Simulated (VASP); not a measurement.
Runs of VASP 6.6.1 on Y. The structure is that of space group Fm-3m (No. 225), or close to it. The cells are those of the table. 

```tsv
cell	gap on the mesh (eV)	pressure (GPa)
a = 3.646, b = 3.646, c = 3.690 Å, angles 59.6, 59.6, 60.8°, 1 atom	none	-4.2
a = 3.515, b = 3.515, c = 3.426 Å, angles 60.8, 60.8, 58.3°, 1 atom	none	1.2
a = 3.559, b = 3.559, c = 3.602 Å, angles 59.6, 59.6, 60.8°, 1 atom	none	(b)
a = 3.646, b = 3.646, c = 3.602 Å, angles 60.4, 60.4, 59.2°, 1 atom	none	-3.5
a = 3.559, b = 3.559, c = 3.514 Å, angles 60.4, 60.4, 59.2°, 1 atom	none	(a)
a = 3.603, b = 3.603, c = 3.514 Å, angles 60.8, 60.8, 58.4°, 1 atom	none	-1.8
```

Alike in all rows: task single point; level PBEsol; potentials or basis VASP PAW PBE potentials, release 64 (Y_sv); no spin polarisation; k mesh 16 × 16 × 16; cutoff (eV) 520; smearing gaussian 0.15 eV.

Fill in the values left out.

(a) -0.9; (b) -1.9.

Caveats: the PAW data sets were made with another functional, which shifts forces and pressure a little.

A k mesh can miss the band edges, and the runs leave out spin-orbit coupling on Y.

A gap of «none» marks levels without a gap at the run's occupations.
